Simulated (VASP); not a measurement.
A run of VASP 6.6.1 is set up as follows.

INCAR

```
SYSTEM = Si3N
ALGO = Normal
DIPOL = 0.5 0.5 0.497
EDIFF = 1E-7
EDIFFG = -0.03
ENCUT = 520
GGA = PS
GGA_COMPAT = .False.
IBRION = 2
IDIPOL = 3
ISIF = 2
ISMEAR = 0
LASPH = .True.
LCHARG = .False.
LDIPOL = .True.
LREAL = .False.
LWAVE = .False.
NELM = 120
NELMDL = -8
NELMIN = 4
NSW = 90
PREC = Accurate
SIGMA = 0.05
```

File KPOINTS:

```
k-points
0
Gamma
  9 9 1
  0 0 0
```

The input POSCAR:

```
Si3N
1.0
    3.8248883482      0.0000000000      0.0000000000
   -1.9124441741      3.3124504762      0.0000000000
    0.0000000000      0.0000000000     27.2211317575
Si N
6 2
Selective dynamics
Direct
    0.6666666667      0.3333333333      0.3122574063  F F F
    0.3333333333      0.6666666667      0.3415299163  F F F
    0.3333333333      0.6666666667      0.4284226885  F F F
    0.6666666667      0.3333333333      0.4564202391  T T T
    0.6666666667      0.3333333333      0.5443410684  T T T
    0.3333333333      0.6666666667      0.5689762176  T T T
    0.3333333333      0.6666666667      0.6431832718  T T T
    0.3333333333      0.6666666667      0.6835930538  T T T
```

Potentials or basis: VASP PAW PBE potentials, release 64 (Si, N).

The run is started by

```bash
$ cat potpaw_PBE.64/Si/POTCAR potpaw_PBE.64/N/POTCAR > POTCAR
$ mpirun -np 1 vasp_std > vasp.out
```

(1) What does it give for the band gap on the k mesh?

Answers

(1) zero (bands 17 and 18 overlap by 0.14 eV).

Caveat: the standard files for N, O and F lose accuracy on very short bonds.
